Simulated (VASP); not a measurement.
# SrHg3O4 (Pm-3m) in VASP: a series of runs

SrHg3O4 is run at these levels: PBE; tasks: single point.

Everything below comes from runs of VASP 6.6.1. Logs are shortened: lines on timing, memory, paths and dates and some standing lists are left out, and cuts for length are marked.

### 1 The cell of the first run

Symmetry: Pm-3m, No. 221, cubic system. The conventional cell has a = 4.837 Å, b = 4.837 Å, c = 4.837 Å, α = 90.00°, β = 90.00°, γ = 90.00°. Within 3.2 Å of Sr (site symmetry m-3m) lie 6 O at 2.42 Å. Hg (site symmetry 4/mmm) has 6 O at 2.42 Å within 3.2 Å. Within 3.2 Å of O (site symmetry 4/mmm) lie 2 Sr at 2.42 Å and 4 Hg at 2.42 Å. Within 3.2 Å of O (site symmetry m-3m) lie 6 Hg at 2.42 Å.

### 2 Single point, PBE (14.14 Å³/atom)

Contents of INCAR:

```
SYSTEM = SrHg3O4
PREC     = Accurate       ! precision mode
ENCUT    = 600            ! plane-wave cutoff, eV
EDIFF    = 1E-6           ! SCF threshold, eV
ISMEAR   = 0              ! smearing method
SIGMA    = 0.1            ! smearing width, eV
LREAL    = .FALSE.        ! projectors in reciprocal space
LASPH    = .TRUE.         ! aspherical terms in the spheres
NELM     = 120            ! most SCF steps
ALGO     = Normal         ! electronic algorithm
ISIF     = 2              ! what is computed and relaxed
LWAVE    = .FALSE.        ! write WAVECAR
LCHARG   = .TRUE.         ! write CHGCAR
GGA      = PE             ! functional
LELF     = .TRUE.         ! ELF
LVHAR    = .TRUE.       
NBANDS   = 57             ! bands
GGA_COMPAT= .FALSE.
```

Contents of KPOINTS:

```
Automatic mesh
0
G
  8 8 8
  0 0 0
```

Contents of POSCAR:

```
SrHg3O4
1.0
    4.8366776335      0.0000000000      0.0000000000
    0.0000000000      4.8366776335      0.0000000000
    0.0000000000      0.0000000000      4.8366776335
Sr Hg O
1 3 4
Direct
    0.0000000000      0.0000000000      0.0000000000
    0.0000000000      0.5000000000      0.5000000000
    0.5000000000      0.0000000000      0.5000000000
    0.5000000000      0.5000000000      0.0000000000
    0.5000000000      0.0000000000      0.0000000000
    0.5000000000      0.5000000000      0.5000000000
    0.0000000000      0.0000000000      0.5000000000
    0.0000000000      0.5000000000      0.0000000000
```

Potentials or basis: VASP PAW PBE potentials, release 64 (Sr_sv, Hg_sv_GW, O).

Launch:

```
$ cat potpaw_PBE.64/Sr_sv/POTCAR potpaw_PBE.64/Hg_sv_GW/POTCAR potpaw_PBE.64/O/POTCAR > POTCAR
$ mpirun -np 1 vasp_std > vasp.out
```

OUTCAR:

```text
SYSTEM = SrHg3O4
   PREC = Accurate
   ENCUT = 600
   EDIFF = 1E-6
   ISMEAR = 0
   LREAL = .FALSE.
   LASPH = .TRUE.
   NELM = 120
   ISIF = 2
   GGA = PE

 ion  position               nearest neighbor table
   1  0.000  0.000  0.000-   5 2.42   7 2.42   8 2.42   7 2.42   8 2.42   5 2.42   2 3.42   3 3.42
                             2 3.42   2 3.42   4 3.42   3 3.42   2 3.42   3 3.42   4 3.42   4 3.42
   2  0.000  0.500  0.500-   6 2.42   7 2.42   8 2.42   8 2.42   7 2.42   6 2.42   1 3.42   1 3.42
                             1 3.42   1 3.42
   3  0.500  0.000  0.500-   5 2.42   6 2.42   7 2.42   5 2.42   6 2.42   7 2.42   1 3.42   1 3.42
                             1 3.42   1 3.42
   4  0.500  0.500  0.000-   5 2.42   6 2.42   8 2.42   6 2.42   5 2.42   8 2.42   1 3.42   1 3.42
                             1 3.42   1 3.42
   5  0.500  0.000  0.000-   1 2.42   3 2.42   4 2.42   3 2.42   4 2.42   1 2.42
   6  0.500  0.500  0.500-   2 2.42   3 2.42   4 2.42   4 2.42   3 2.42   2 2.42
   7  0.000  0.000  0.500-   1 2.42   2 2.42   3 2.42   1 2.42   2 2.42   3 2.42
   8  0.000  0.500  0.000-   1 2.42   2 2.42   4 2.42   2 2.42   1 2.42   4 2.42

  LATTYP: Found a simple cubic cell.
 ALAT       =     4.8366776335

  Lattice vectors:

 A1 = (   4.8366776335,   0.0000000000,   0.0000000000)
 A2 = (   0.0000000000,   4.8366776335,   0.0000000000)
 A3 = (   0.0000000000,   0.0000000000,   4.8366776335)

Analysis of symmetry for initial positions (statically):
=====================================================================
 Subroutine PRICEL returns:
 Original cell was already a primitive cell.

 Routine SETGRP: Setting up the symmetry group for a
 simple cubic supercell.

 Subroutine GETGRP returns: Found 48 space group operations
 (whereof 48 operations were pure point group operations)
 out of a pool of 48 trial point group operations.

The static configuration has the point symmetry O_h .

Analysis of symmetry for dynamics (positions and initial velocities):
=====================================================================
 Subroutine PRICEL returns:
 Original cell was already a primitive cell.

 Routine SETGRP: Setting up the symmetry group for a
 simple cubic supercell.

 Subroutine GETGRP returns: Found 48 space group operations
 (whereof 48 operations were pure point group operations)
 out of a pool of 48 trial point group operations.

The dynamic configuration has the point symmetry O_h .

 Subroutine INISYM returns: Found 48 space group operations
 (whereof 48 operations are pure point group operations),
 and found     1 'primitive' translations

----------------------------------------------------------------------------------------

                                     Primitive cell

  volume of cell :     113.1466

  direct lattice vectors                    reciprocal lattice vectors
     4.836677633  0.000000000  0.000000000     0.206753494  0.000000000  0.000000000
     0.000000000  4.836677633  0.000000000     0.000000000  0.206753494  0.000000000
     0.000000000  0.000000000  4.836677633     0.000000000  0.000000000  0.206753494

  length of vectors
     4.836677633  4.836677633  4.836677633     0.206753494  0.206753494  0.206753494

  position of ions in fractional coordinates (direct lattice)
     0.000000000  0.000000000  0.000000000
     0.000000000  0.500000000  0.500000000
     0.500000000  0.000000000  0.500000000
     0.500000000  0.500000000  0.000000000
     0.500000000  0.000000000  0.000000000
     0.500000000  0.500000000  0.500000000
     0.000000000  0.000000000  0.500000000
     0.000000000  0.500000000  0.000000000

  ion indices of the primitive-cell ions
   primitive index   ion index
                 1           1
                 2           2
                 3           3
                 4           4
                 5           5
                 6           6
                 7           7
                 8           8

----------------------------------------------------------------------------------------

 KPOINTS: Automatic mesh

Automatic generation of k-mesh.
 Grid dimensions read from file:
 generate k-points for:    8    8    8

 Generating k-lattice:

  Cartesian coordinates                     Fractional coordinates (reciprocal lattice)
     0.025844187  0.000000000  0.000000000     0.125000000  0.000000000  0.000000000
     0.000000000  0.025844187  0.000000000     0.000000000  0.125000000  0.000000000
     0.000000000  0.000000000  0.025844187     0.000000000  0.000000000  0.125000000

  Length of vectors
     0.025844187  0.025844187  0.025844187

  Shift w.r.t. Gamma in fractional coordinates (k-lattice)
     0.000000000  0.000000000  0.000000000

 Subroutine IBZKPT returns following result:
 ===========================================

 Found     35 irreducible k-points:

 Following reciprocal coordinates:
            Coordinates               Weight
  0.000000  0.000000  0.000000      1.000000
  0.125000  0.000000  0.000000      6.000000
  0.250000  0.000000  0.000000      6.000000
  0.375000  0.000000  0.000000      6.000000
  0.500000  0.000000  0.000000      3.000000
  0.125000  0.125000  0.000000     12.000000
[... 16 lines left out ...]
  0.375000  0.375000  0.125000     24.000000
  0.500000  0.375000  0.125000     24.000000
 [... further k-points ...]
   k-points           NKPTS =     35   k-points in BZ     NKDIM =     35   number of bands    NBANDS=     57
   number of dos      NEDOS =    301   number of ions     NIONS =      8
   total plane-waves  NPLWV =  64000
   dimension x,y,z NGX =    40 NGY =   40 NGZ =   40
   dimension x,y,z NGXF=    80 NGYF=   80 NGZF=   80
   ions per type =               1   3   4
   NGX,Y,Z   is equivalent  to a cutoff of  13.75, 13.75, 13.75 a.u.
   NGXF,Y,Z  is equivalent  to a cutoff of  27.50, 27.50, 27.50 a.u.
 SYSTEM =  SrHg3O4
   PREC   = accura    normal or accurate (medium, high low for compatibility)
   ISTART =      0    job   : 0-new  1-cont  2-samecut
   ICHARG =      2    charge: 1-file 2-atom 10-const
   ISPIN  =      1    spin polarized calculation?
   LNONCOLLINEAR =      F non collinear calculations
   LSORBIT =      F    spin-orbit coupling
   LASPH  =      T    aspherical Exc in radial PAW
   ENCUT  =  600.0 eV  44.10 Ry    6.64 a.u.   9.66  9.66  9.66*2*pi/ulx,y,z
   NELM   =    120;   NELMIN=  2; NELMDL= -5     # of ELM steps
   EDIFF  = 0.1E-05   stopping-criterion for ELM
   LREAL  =      F    real-space projection
   EDIFFG = 0.1E-04   stopping-criterion for IOM
   NSW    =      0    number of steps for IOM
   IBRION =     -1    ionic relax: 0-MD 1-quasi-New 2-CG
   NFREE  =      0    steps in history (QN), initial steepest desc. (CG)
   ISIF   =      2    stress and relaxation
   ISYM   =      2    0-nonsym 1-usesym 2-fastsym
   POTIM  = 0.5000    time-step for ionic-motion
   TEBEG  =    0.0;   TEEND  =   0.0 temperature during run
   PSTRESS=    0.0 pullay stress
   NELECT =      94.0000    total number of electrons
   NUPDOWN=      -1.0000    fix difference up-down
   EMIN   =  10.00;   EMAX   =-10.00  energy-range for DOS
   EFERMI =   0.00;   METHOD = LEGACY
   ISMEAR =     0;   SIGMA  =   0.10  broadening in eV -4-tet -1-fermi 0-gaus
   EFERMI_NEDOS =   21; number of points for ismear=-14 and -15
   IALGO  =     38    algorithm
   IMIX   =      4    mixing-type and parameters
     AMIX     =   0.40;   BMIX     =  1.00
     AMIX_MAG =   1.60;   BMIX_MAG =  1.00
  volume/ion in A,a.u.               =      14.14        95.44
  Fermi-wavevector in a.u.,A,eV,Ry     =   1.538994  2.908277 32.225440  2.368503
  Thomas-Fermi vector in A             =   2.645284
   LORBIT       =      0    0 simple, 1 ext, 2 COOP (PROOUT), +10 PAW based schemes
   GGA     = PE    functional components
   LHFCALC =     F    Hartree Fock is set to
   AEXX    =    0.0000 exact exchange contribution
   IVDW    =     0    specifies the selected vdW correction
   LEPSILON=     F    determine dielectric tensor
   LRPA    =     F    only Hartree local field effects (RPA)
 non-spin polarized calculation
 Gauss-broadening in eV      SIGMA  =   0.10
  energy-cutoff  :      600.00
  volume of cell :      113.15
 maximum number of plane-waves:      3840
 NGX is ok and might be reduce to    40
   NGX = 19   NGY = 19   NGZ = 19

 number of electron      93.9999959 magnetization

 Free energy of the ion-electron system (eV)
  ---------------------------------------------------
  ext. energy  EPLUGINS =         0.00000000
  ---------------------------------------------------
  free energy    TOTEN  =       -28.25225808 eV

  energy without entropy =      -28.24587042  energy(sigma->0) =      -28.24906425

 E-fermi :   4.9083     XC(G=0): -11.6859

 val. band max:        4.8967616907   @ k =   0.5000   0.5000   0.0000
 cond. band min:       4.9114817031   @ k =   0.5000   0.5000   0.1250
 fundamental gap:      0.0147200124
 Fermi energy:         4.9083350180

 k-point     1 :       0.0000    0.0000    0.0000
  band No.  band energies     occupation
      1    -108.7261      2.00000
      2    -108.7257      2.00000
      3    -108.7257      2.00000
      4     -57.1374      2.00000
      5     -57.1374      2.00000
      6     -57.1374      2.00000
[... 49 lines left out ...]
     56      12.6259      0.00000
     57      14.7888      0.00000

 k-point     2 :       0.1250    0.0000    0.0000
  band No.  band energies     occupation
      1    -108.7261      2.00000
      2    -108.7258      2.00000
      3    -108.7257      2.00000
      4     -57.1373      2.00000
      5     -57.1373      2.00000
      6     -57.1372      2.00000
[... 49 lines left out ...]
     56      12.8255      0.00000
     57      14.7066      0.00000

 k-point     3 :       0.2500    0.0000    0.0000
  band No.  band energies     occupation
      1    -108.7260      2.00000
      2    -108.7258      2.00000
      3    -108.7257      2.00000
      4     -57.1369      2.00000
      5     -57.1369      2.00000
      6     -57.1368      2.00000
[... 1194 lines left out ...]
      1    -108.7259      2.00000
      2    -108.7258      2.00000
      3    -108.7258      2.00000
      4     -57.1395      2.00000
      5     -57.1374      2.00000
      6     -57.1372      2.00000
[... 49 lines left out ...]
     56      12.9252      0.00000
     57      14.3744      0.00000

 k-point    24 :       0.5000    0.3750    0.1250
  band No.  band energies     occupation
      1    -108.7259      2.00000
      2    -108.7258      2.00000
      3    -108.7258      2.00000
      4     -57.1398      2.00000
      5     -57.1374      2.00000
      6     -57.1373      2.00000
[... 49 lines left out ...]
     56      12.8751      0.00000
     57      14.2156      0.00000

 [... further k-points ...]

------------------------ aborting loop because EDIFF is reached ----------------------------------------

  FORCE on cell =-STRESS in cart. coord.  units (eV):
  Direction    XX          YY          ZZ          XY          YZ          ZX
  --------------------------------------------------------------------------------------
  -------------------------------------------------------------------------------------
  Total        8.5600093      8.5600093      8.5600093      0.0000000      0.0000000     -0.0000000
  in kB      121.2113789    121.2113789    121.2113789      0.0000000      0.0000000     -0.0000000
  external PRESSURE =     121.2113789 kB  Pullay stress =       0.0000000 kB

 VOLUME and BASIS-vectors are now :
 -----------------------------------------------------------------------------
  energy-cutoff  :      600.00
  volume of cell :      113.15
      direct lattice vectors                 reciprocal lattice vectors
     4.836677633  0.000000000  0.000000000     0.206753494  0.000000000  0.000000000
     0.000000000  4.836677633  0.000000000     0.000000000  0.206753494  0.000000000
     0.000000000  0.000000000  4.836677633     0.000000000  0.000000000  0.206753494

 POSITION                                       TOTAL-FORCE (eV/Angst)
 -----------------------------------------------------------------------------------
      0.00000      0.00000      0.00000         0.000000      0.000000      0.000000
      0.00000      2.41834      2.41834         0.000000      0.000000      0.000000
      2.41834      0.00000      2.41834         0.000000      0.000000      0.000000
      2.41834      2.41834      0.00000         0.000000      0.000000      0.000000
      2.41834      0.00000      0.00000         0.000000      0.000000      0.000000
      2.41834      2.41834      2.41834         0.000000      0.000000      0.000000
      0.00000      0.00000      2.41834         0.000000      0.000000      0.000000
      0.00000      2.41834      0.00000         0.000000      0.000000      0.000000
 -----------------------------------------------------------------------------------
    total drift:                               -0.000000      0.000000     -0.000000

  FREE ENERGIE OF THE ION-ELECTRON SYSTEM (eV)
  ---------------------------------------------------
  free  energy   TOTEN  =       -28.2522580832 eV

  energy  without entropy=      -28.2458704186  energy(sigma->0) =      -28.24906425
```

Run time: 5.3 min. Hardware: 1 thread of Intel Xeon Platinum 8488C (Sapphire Rapids), shared host; peak memory 0.42 GiB.

Results:

- Free energy: -28.2523 eV
- Pressure: 12.1 GPa
- Band gap on the k mesh: zero (bands 47 and 48 overlap by 1.29 eV)

Caveat: the cell stands under pressure; spin-orbit coupling is left out, which moves the levels of the heavy elements.

### 3 Single point, PBE (13.68 Å³/atom)

This run uses another cell than the first one, of 13.68 Å³/atom.

Contents of INCAR:

```
SYSTEM = SrHg3O4
PREC = Accurate ; ENCUT = 600
EDIFF = 1E-6 ; ISMEAR = 0
SIGMA = 0.1 ; LREAL = .False.
LASPH = .True. ; NELM = 120
ALGO = Normal ; ISIF = 2
LWAVE = .False. ; LCHARG = .True.
GGA = PE ; LELF = .True.
LVHAR = .True. ; NBANDS = 57
GGA_COMPAT = .False.
```

Contents of KPOINTS:

```
regular mesh
0
Gamma
  8 8 8
  0 0 0
```

Changes to POSCAR since step 2:

```diff
@@ -2,5 +2,5 @@
 1.0
-    4.8366776335      0.0000000000      0.0000000000
-    0.0000000000      4.8366776335      0.0000000000
-    0.0000000000      0.0000000000      4.8366776335
+    4.7829323224      0.0000000000      0.0000000000
+    0.0000000000      4.7829323224      0.0000000000
+    0.0000000000      0.0000000000      4.7829323224
 Sr Hg O
```

Potentials or basis: VASP PAW PBE potentials, release 64 (Sr_sv, Hg_sv_GW, O).

Launch:

```
$ cat potpaw_PBE.64/Sr_sv/POTCAR potpaw_PBE.64/Hg_sv_GW/POTCAR potpaw_PBE.64/O/POTCAR > POTCAR
$ mpirun -np 1 vasp_std > vasp.out
```

OUTCAR:

```text
SYSTEM = SrHg3O4
   PREC = Accurate
   ENCUT = 600
   EDIFF = 1E-6
   ISMEAR = 0
   LREAL = .False.
   LASPH = .True.
   NELM = 120
   ISIF = 2
   GGA = PE

 ion  position               nearest neighbor table
   1  0.000  0.000  0.000-   5 2.39   7 2.39   8 2.39   7 2.39   8 2.39   5 2.39   2 3.38   3 3.38
                             2 3.38   2 3.38   4 3.38   3 3.38   2 3.38   3 3.38   4 3.38   4 3.38
   2  0.000  0.500  0.500-   6 2.39   7 2.39   8 2.39   8 2.39   7 2.39   6 2.39   1 3.38   1 3.38
                             1 3.38   1 3.38
   3  0.500  0.000  0.500-   5 2.39   6 2.39   7 2.39   5 2.39   6 2.39   7 2.39   1 3.38   1 3.38
                             1 3.38   1 3.38
[... 1660 lines left out ...]
  external PRESSURE =     178.0888826 kB  Pullay stress =       0.0000000 kB

 VOLUME and BASIS-vectors are now :
 -----------------------------------------------------------------------------
  energy-cutoff  :      600.00
  volume of cell :      109.42
      direct lattice vectors                 reciprocal lattice vectors
     4.782932322  0.000000000  0.000000000     0.209076761  0.000000000  0.000000000
     0.000000000  4.782932322  0.000000000     0.000000000  0.209076761  0.000000000
     0.000000000  0.000000000  4.782932322     0.000000000  0.000000000  0.209076761

 POSITION                                       TOTAL-FORCE (eV/Angst)
 -----------------------------------------------------------------------------------
      0.00000      0.00000      0.00000         0.000000      0.000000      0.000000
      0.00000      2.39147      2.39147         0.000000      0.000000      0.000000
      2.39147      0.00000      2.39147         0.000000      0.000000      0.000000
      2.39147      2.39147      0.00000         0.000000      0.000000      0.000000
      2.39147      0.00000      0.00000         0.000000      0.000000      0.000000
      2.39147      2.39147      2.39147         0.000000      0.000000      0.000000
      0.00000      0.00000      2.39147         0.000000      0.000000      0.000000
      0.00000      2.39147      0.00000         0.000000      0.000000      0.000000
 -----------------------------------------------------------------------------------
    total drift:                                0.000000      0.000000     -0.000000

  FREE ENERGIE OF THE ION-ELECTRON SYSTEM (eV)
  ---------------------------------------------------
  free  energy   TOTEN  =       -27.8998358282 eV

  energy  without entropy=      -27.8936576467  energy(sigma->0) =      -27.89674674
```

stdout:

```text
POSCAR found type information on POSCAR SrHgO
 POSCAR found :  3 types and       8 ions
 scaLAPACK will be used
 LDA part: xc-table for (Slater+PW92), standard interpolation
 POSCAR, INCAR and KPOINTS ok, starting setup
 FFT: planning ... GRIDC
 FFT: planning ... GRID_SOFT
 FFT: planning ... GRID
 WAVECAR not read
 entering main loop
```

Wall time 3.2 min (1 thread of AMD EPYC 9R45 (Zen 5), shared host); peak memory 0.38 GiB.

What came out:

```
Free energy            : -27.8998 eV
Pressure               : 17.8 GPa
Band gap on the k mesh : zero (bands 47 and 48 overlap by 1.38 eV)
```

Levels at points of the mesh, in eV from the Fermi level:
```tsv
k point	band 43	band 44	band 45	band 46	band 47	band 48	band 49	band 50	band 51	band 52
(0.00, 0.00, 0.00)	-2.41	-2.41	-2.19	-1.28	-1.28	-1.28	0.78	0.78	6.69	6.69
(0.50, 0.00, 0.00)	-2.48	-2.48	-2.40	-1.09	-1.09	2.16	2.34	3.46	6.16	6.16
(0.50, 0.50, 0.00)	-2.35	-0.93	-0.09	-0.09	-0.01	3.62	3.74	3.74	4.99	6.24
(0.50, 0.50, 0.50)	-0.13	-0.13	0.10	0.10	0.10	3.39	4.63	4.63	4.63	4.97
```

Caveat: the cell stands under pressure; spin-orbit coupling is left out, which moves the levels of the heavy elements.
